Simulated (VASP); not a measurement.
# ZrS (Fm-3m) in VASP: further runs

ZrS is run at these levels: PBEsol; tasks: single point.

Everything below comes from runs of VASP 6.6.1. Logs are shortened: lines on timing, memory, paths and dates and some standing lists are left out, and cuts for length are marked.

## Step 1: The cell of the first run

It takes space group Fm-3m (No. 225, cubic). Conventional cell: a = 5.250 Å, b = 5.250 Å, c = 5.250 Å, α = 90.00°, β = 90.00°, γ = 90.00°. Within 3.5 Å of Zr (site symmetry m-3m) lie 6 S at 2.62 Å. Within 3.5 Å of S (site symmetry m-3m) lie 6 Zr at 2.62 Å.

## Step 2: Single point, PBEsol

Contents of INCAR:

```
SYSTEM = ZrS
  PREC = Accurate
  ENCUT = 520
  EDIFF = 1E-7
  ISMEAR = 0
  SIGMA = 0.1
  LREAL = .False.
  LASPH = .True.
  NELM = 100
  ALGO = Normal
  ISIF = 2
  LWAVE = .False.
  LCHARG = .False.
  GGA = PS
  NBANDS = 16
```

Contents of KPOINTS:

```
regular mesh
0
Gamma
  8 8 8
  0 0 0
```

Contents of POSCAR:

```
ZrS
1.0
    0.0000000000      2.6250000000      2.6250000000
    2.6250000000      0.0000000000      2.6250000000
    2.6250000000      2.6250000000      0.0000000000
Zr S
1 1
Direct
    0.0000000000      0.0000000000      0.0000000000
    0.5000000000      0.5000000000      0.5000000000
```

Potentials or basis: VASP PAW PBE potentials, release 64 (Zr_sv, S).

Launch:

```bash
> cat potpaw_PBE.64/Zr_sv/POTCAR potpaw_PBE.64/S/POTCAR > POTCAR
> mpirun -np 1 vasp_std > vasp.out
```

OUTCAR:

```text
SYSTEM = ZrS
   PREC = Accurate
   ENCUT = 520
   EDIFF = 1E-7
   ISMEAR = 0
   LREAL = .False.
   LASPH = .True.
   NELM = 100
   ISIF = 2
   GGA = PS

 ion  position               nearest neighbor table
   1  0.000  0.000  0.000-   2 2.62   2 2.62   2 2.62   2 2.62   2 2.62   2 2.62
   2  0.500  0.500  0.500-   1 2.62   1 2.62   1 2.62   1 2.62   1 2.62   1 2.62

  LATTYP: Found a face centered cubic cell.
 ALAT       =     5.2500000000

  Lattice vectors:

 A1 = (   0.0000000000,   2.6250000000,   2.6250000000)
 A2 = (   2.6250000000,   0.0000000000,   2.6250000000)
 A3 = (   2.6250000000,   2.6250000000,   0.0000000000)

Analysis of symmetry for initial positions (statically):
=====================================================================
 Subroutine PRICEL returns:
 Original cell was already a primitive cell.

 Routine SETGRP: Setting up the symmetry group for a
 face centered cubic supercell.

 Subroutine GETGRP returns: Found 48 space group operations
 (whereof 48 operations were pure point group operations)
 out of a pool of 48 trial point group operations.

The static configuration has the point symmetry O_h .

Analysis of symmetry for dynamics (positions and initial velocities):
=====================================================================
 Subroutine PRICEL returns:
 Original cell was already a primitive cell.

 Routine SETGRP: Setting up the symmetry group for a
 face centered cubic supercell.

 Subroutine GETGRP returns: Found 48 space group operations
 (whereof 48 operations were pure point group operations)
 out of a pool of 48 trial point group operations.

The dynamic configuration has the point symmetry O_h .

 Subroutine INISYM returns: Found 48 space group operations
 (whereof 48 operations are pure point group operations),
 and found     1 'primitive' translations

----------------------------------------------------------------------------------------

                                     Primitive cell

  volume of cell :      36.1758

  direct lattice vectors                    reciprocal lattice vectors
     0.000000000  2.625000000  2.625000000    -0.190476190  0.190476190  0.190476190
     2.625000000  0.000000000  2.625000000     0.190476190 -0.190476190  0.190476190
     2.625000000  2.625000000  0.000000000     0.190476190  0.190476190 -0.190476190

  length of vectors
     3.712310601  3.712310601  3.712310601     0.329914440  0.329914440  0.329914440

  position of ions in fractional coordinates (direct lattice)
     0.000000000  0.000000000  0.000000000
     0.500000000  0.500000000  0.500000000

  ion indices of the primitive-cell ions
   primitive index   ion index
                 1           1
                 2           2

----------------------------------------------------------------------------------------

 KPOINTS: regular mesh

Automatic generation of k-mesh.
 Grid dimensions read from file:
 generate k-points for:    8    8    8

 Generating k-lattice:

  Cartesian coordinates                     Fractional coordinates (reciprocal lattice)
    -0.023809524  0.023809524  0.023809524     0.125000000  0.000000000  0.000000000
     0.023809524 -0.023809524  0.023809524     0.000000000  0.125000000  0.000000000
     0.023809524  0.023809524 -0.023809524     0.000000000  0.000000000  0.125000000

  Length of vectors
     0.041239305  0.041239305  0.041239305

  Shift w.r.t. Gamma in fractional coordinates (k-lattice)
     0.000000000  0.000000000  0.000000000

 Subroutine IBZKPT returns following result:
 ===========================================

 Found     29 irreducible k-points:

 Following reciprocal coordinates:
            Coordinates               Weight
  0.000000  0.000000  0.000000      1.000000
  0.125000  0.000000  0.000000      8.000000
  0.250000  0.000000  0.000000      8.000000
  0.375000  0.000000  0.000000      8.000000
  0.500000  0.000000  0.000000      4.000000
  0.125000  0.125000  0.000000      6.000000
[... 16 lines left out ...]
  0.500000  0.250000  0.125000     48.000000
 -0.375000  0.250000  0.125000     24.000000
 [... further k-points ...]
   k-points           NKPTS =     29   k-points in BZ     NKDIM =     29   number of bands    NBANDS=     16
   number of dos      NEDOS =    301   number of ions     NIONS =      2
   total plane-waves  NPLWV =  21952
   dimension x,y,z NGX =    28 NGY =   28 NGZ =   28
   dimension x,y,z NGXF=    56 NGYF=   56 NGZF=   56
   ions per type =               1   1
   NGX,Y,Z   is equivalent  to a cutoff of  12.54, 12.54, 12.54 a.u.
   NGXF,Y,Z  is equivalent  to a cutoff of  25.08, 25.08, 25.08 a.u.
 SYSTEM =  ZrS
   PREC   = accura    normal or accurate (medium, high low for compatibility)
   ISTART =      0    job   : 0-new  1-cont  2-samecut
   ICHARG =      2    charge: 1-file 2-atom 10-const
   ISPIN  =      1    spin polarized calculation?
   LNONCOLLINEAR =      F non collinear calculations
   LSORBIT =      F    spin-orbit coupling
   LASPH  =      T    aspherical Exc in radial PAW
   ENCUT  =  520.0 eV  38.22 Ry    6.18 a.u.   6.90  6.90  6.90*2*pi/ulx,y,z
   NELM   =    100;   NELMIN=  2; NELMDL= -5     # of ELM steps
   EDIFF  = 0.1E-06   stopping-criterion for ELM
   LREAL  =      F    real-space projection
   EDIFFG = 0.1E-05   stopping-criterion for IOM
   NSW    =      0    number of steps for IOM
   IBRION =     -1    ionic relax: 0-MD 1-quasi-New 2-CG
   NFREE  =      0    steps in history (QN), initial steepest desc. (CG)
   ISIF   =      2    stress and relaxation
   ISYM   =      2    0-nonsym 1-usesym 2-fastsym
   POTIM  = 0.5000    time-step for ionic-motion
   TEBEG  =    0.0;   TEEND  =   0.0 temperature during run
   PSTRESS=    0.0 pullay stress
   NELECT =      18.0000    total number of electrons
   NUPDOWN=      -1.0000    fix difference up-down
   EMIN   =  10.00;   EMAX   =-10.00  energy-range for DOS
   EFERMI =   0.00;   METHOD = LEGACY
   ISMEAR =     0;   SIGMA  =   0.10  broadening in eV -4-tet -1-fermi 0-gaus
   EFERMI_NEDOS =   21; number of points for ismear=-14 and -15
   IALGO  =     38    algorithm
   IMIX   =      4    mixing-type and parameters
     AMIX     =   0.40;   BMIX     =  1.00
     AMIX_MAG =   1.60;   BMIX_MAG =  1.00
  volume/ion in A,a.u.               =      18.09       122.06
  Fermi-wavevector in a.u.,A,eV,Ry     =   1.297258  2.451462 22.896950  1.682878
  Thomas-Fermi vector in A             =   2.428662
   LORBIT       =      0    0 simple, 1 ext, 2 COOP (PROOUT), +10 PAW based schemes
   GGA     = PS    functional components
   LHFCALC =     F    Hartree Fock is set to
   AEXX    =    0.0000 exact exchange contribution
   IVDW    =     0    specifies the selected vdW correction
   LEPSILON=     F    determine dielectric tensor
   LRPA    =     F    only Hartree local field effects (RPA)
 non-spin polarized calculation
 Gauss-broadening in eV      SIGMA  =   0.10
  energy-cutoff  :      520.00
  volume of cell :       36.18
 maximum number of plane-waves:       992
   NGX = 13   NGY = 13   NGZ = 13

 number of electron      18.0000000 magnetization

 Free energy of the ion-electron system (eV)
  ---------------------------------------------------
  ext. energy  EPLUGINS =         0.00000000
  ---------------------------------------------------
  free energy    TOTEN  =       -16.47714407 eV

  energy without entropy =      -16.47081853  energy(sigma->0) =      -16.47398130

 E-fermi :  10.6668     XC(G=0): -11.4580

 val. band max:       10.6382166615   @ k =  -0.2500   0.5000   0.2500
 cond. band min:      10.6807448101   @ k =  -0.3750   0.2500   0.0000
 fundamental gap:      0.0425281486
 Fermi energy:        10.6667871689

 k-point     1 :       0.0000    0.0000    0.0000
  band No.  band energies     occupation
      1     -39.2495      2.00000
      2     -17.2480      2.00000
      3     -17.2480      2.00000
      4     -17.2480      2.00000
      5      -5.2192      2.00000
      6       7.0855      2.00000
[... 8 lines left out ...]
     15      17.7257      0.00000
     16      22.9672      0.00000

 k-point     2 :       0.1250    0.0000    0.0000
  band No.  band energies     occupation
      1     -39.2457      2.00000
      2     -17.3015      2.00000
      3     -17.2526      2.00000
      4     -17.2526      2.00000
      5      -5.0241      2.00000
      6       6.0547      2.00000
[... 8 lines left out ...]
     15      18.3317      0.00000
     16      21.8019      0.00000

 k-point     3 :       0.2500    0.0000    0.0000
  band No.  band energies     occupation
      1     -39.2364      2.00000
      2     -17.4273      2.00000
      3     -17.2636      2.00000
      4     -17.2636      2.00000
      5      -4.5180      2.00000
      6       4.4068      2.00000
[... 8 lines left out ...]
     15      18.6208      0.00000
     16      20.0935      0.00000

 k-point     4 :       0.3750    0.0000    0.0000
  band No.  band energies     occupation
      1     -39.2271      2.00000
      2     -17.5489      2.00000
      3     -17.2746      2.00000
      4     -17.2746      2.00000
      5      -3.9371      2.00000
      6       3.0956      2.00000
[... 8 lines left out ...]
     15      17.8803      0.00000
     16      17.8803      0.00000
[... 324 lines left out ...]
 k-point    22 :       0.3750    0.2500    0.1250
  band No.  band energies     occupation
      1     -39.2296      2.00000
      2     -17.4488      2.00000
      3     -17.3229      2.00000
      4     -17.2809      2.00000
      5      -4.3186      2.00000
      6       3.8271      2.00000
[... 8 lines left out ...]
     15      18.1983      0.00000
     16      18.8330      0.00000

 k-point    23 :       0.5000    0.2500    0.1250
  band No.  band energies     occupation
      1     -39.2221      2.00000
      2     -17.5111      2.00000
      3     -17.3528      2.00000
      4     -17.2974      2.00000
      5      -4.0026      2.00000
      6       3.4327      2.00000
[... 8 lines left out ...]
     15      17.0522      0.00000
     16      18.2647      0.00000

 k-point    24 :      -0.3750    0.2500    0.1250
  band No.  band energies     occupation
      1     -39.2190      2.00000
      2     -17.5379      2.00000
      3     -17.3603      2.00000
      4     -17.3077      2.00000
      5      -3.8668      2.00000
      6       3.2882      2.00000
[... 8 lines left out ...]
     15      17.9651      0.00000
     16      18.4653      0.00000

 [... further k-points ...]
[... 5 lines left out ...]
  --------------------------------------------------------------------------------------
  -------------------------------------------------------------------------------------
  Total       -1.4390669     -1.4390669     -1.4390669      0.0000000      0.0000000      0.0000000
  in kB      -63.7343647    -63.7343647    -63.7343647      0.0000000      0.0000000      0.0000000
  external PRESSURE =     -63.7343647 kB  Pullay stress =       0.0000000 kB

 VOLUME and BASIS-vectors are now :
 -----------------------------------------------------------------------------
  energy-cutoff  :      520.00
  volume of cell :       36.18
      direct lattice vectors                 reciprocal lattice vectors
     0.000000000  2.625000000  2.625000000    -0.190476190  0.190476190  0.190476190
     2.625000000  0.000000000  2.625000000     0.190476190 -0.190476190  0.190476190
     2.625000000  2.625000000  0.000000000     0.190476190  0.190476190 -0.190476190

 POSITION                                       TOTAL-FORCE (eV/Angst)
 -----------------------------------------------------------------------------------
      0.00000      0.00000      0.00000         0.000000      0.000000     -0.000000
      2.62500      2.62500      2.62500         0.000000      0.000000      0.000000
 -----------------------------------------------------------------------------------
    total drift:                                0.000000      0.000000      0.000000

  FREE ENERGIE OF THE ION-ELECTRON SYSTEM (eV)
  ---------------------------------------------------
  free  energy   TOTEN  =       -16.4771440728 eV

  energy  without entropy=      -16.4708185337  energy(sigma->0) =      -16.47398130
```

It took 31 s on 1 thread of Intel Xeon 8259CL, shared host; peak memory 0.17 GiB.

Results:

```yaml
Free_energy: -16.4771 eV
Pressure: -6.4 GPa
Band_gap_on_the_k_mesh: zero (band 9 reaches 12.08 eV, above the bottom of band 10 at 9.25 eV)
```

Levels at points of the mesh, in eV from the Fermi level:
| k point | band 7 | band 8 | band 9 | band 10 | band 11 | band 12 |
| --- | --- | --- | --- | --- | --- | --- |
| (0.00, 0.00, 0.00) | -3.58 | -3.58 | -1.41 | -1.41 | -1.41 | -0.73 |
| (0.50, 0.00, 0.00) | -6.02 | -6.02 | 1.42 | 1.42 | 1.72 | 1.81 |
| (0.50, 0.50, 0.00) | -4.52 | -4.52 | -3.51 | 0.46 | 2.32 | 2.32 |

Caveat: the PAW data sets were made with another functional, which shifts forces and pressure a little.

## Step 3: Single point, PBEsol

Contents of INCAR:

```
SYSTEM = ZrS
PREC     = Accurate       ! precision mode
ENCUT    = 520            ! plane-wave cutoff, eV
EDIFF    = 1E-6           ! SCF threshold, eV
ISMEAR   = 0              ! smearing method
SIGMA    = 0.1            ! smearing width, eV
LREAL    = .False.        ! projectors in reciprocal space
LASPH    = .True.         ! aspherical terms in the spheres
NELM     = 60             ! most SCF steps
ALGO     = Normal         ! electronic algorithm
ISIF     = 2              ! what is computed and relaxed
LWAVE    = .False.        ! write WAVECAR
LCHARG   = .False.        ! write CHGCAR
GGA      = PS             ! functional
NBANDS   = 16             ! bands
```

Contents of KPOINTS:

```
Automatic mesh
0
Gamma
  10 10 10
  0 0 0
```

POSCAR is that of step 2.

Potentials or basis: VASP PAW PBE potentials, release 64 (Zr_sv, S).

Launch:

```bash
> cat potpaw_PBE.64/Zr_sv/POTCAR potpaw_PBE.64/S/POTCAR > POTCAR
> mpirun -np 1 vasp_std > vasp.out
```

Run time: 48 s. Hardware: 1 thread of Intel Xeon 8259CL, shared host; peak memory 0.17 GiB.

The run converged. Its results:

```
Free energy            : -16.4892 eV
Pressure               : -6.2 GPa
Band gap on the k mesh : zero (band 9 reaches 12.06 eV, above the bottom of band 10 at 9.24 eV)
```

Levels at points of the mesh, in eV from the Fermi level:
```csv
k point,band 5,band 6,band 7,band 8,band 9,band 10,band 11,band 12,band 13,band 14
"(0.00, 0.00, 0.00)",-15.87,-3.56,-3.56,-3.56,-1.42,-1.42,-1.42,-0.74,-0.74,1.74
"(0.50, 0.00, 0.00)",-14.31,-8.08,-6.01,-6.01,1.40,1.40,1.72,1.82,5.55,5.55
"(0.50, 0.50, 0.00)",-15.02,-6.31,-4.51,-4.51,-3.51,0.45,2.31,2.31,2.73,3.19
```

Caveat: the PAW data sets were made with another functional, which shifts forces and pressure a little.
